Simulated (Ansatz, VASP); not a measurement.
# One calculation of MnO, two programs

```
Mn O
1.0
     0.00000    2.25124    2.25124
     2.25124    0.00000    2.25124
     2.25124    2.25124    0.00000
Mn O
1 1
Cartesian
  0.0000 0.0000 0.0000
  2.2512 2.2512 2.2512
```

Change from the starting cell: volume scaled by 1.04.

Alike in both runs: task single point; functional PBE; k mesh 10 × 10 × 10; occupations fermi-dirac, width 0.05 eV; collinear spin.

|  | VASP | Ansatz |
| --- | --- | --- |
| version | VASP 6.6.1 | Ansatz 0.2.0 |
| potentials or method | VASP PAW PBE potentials, release 64 (Mn_pv, O), cutoff 520 eV | all-electron LAPW, scalar-relativistic |

```tsv
	VASP	Ansatz	Ansatz less VASP
gap on the k mesh at the Fermi level (eV)	none	none	-
pressure (GPa)	-4.2	-4.3	-0.14
net moment per atom (μB)	2.42	2.42	0.000
size of the moment on the site where the two differ most (μB)	0.20	0.23	+0.031
```

Site moments also hang on the region over which each program counts them. A gap of «none» marks a metal or a gap that the smearing closes. Ansatz ran all-electron here, and VASP with PAW potentials.
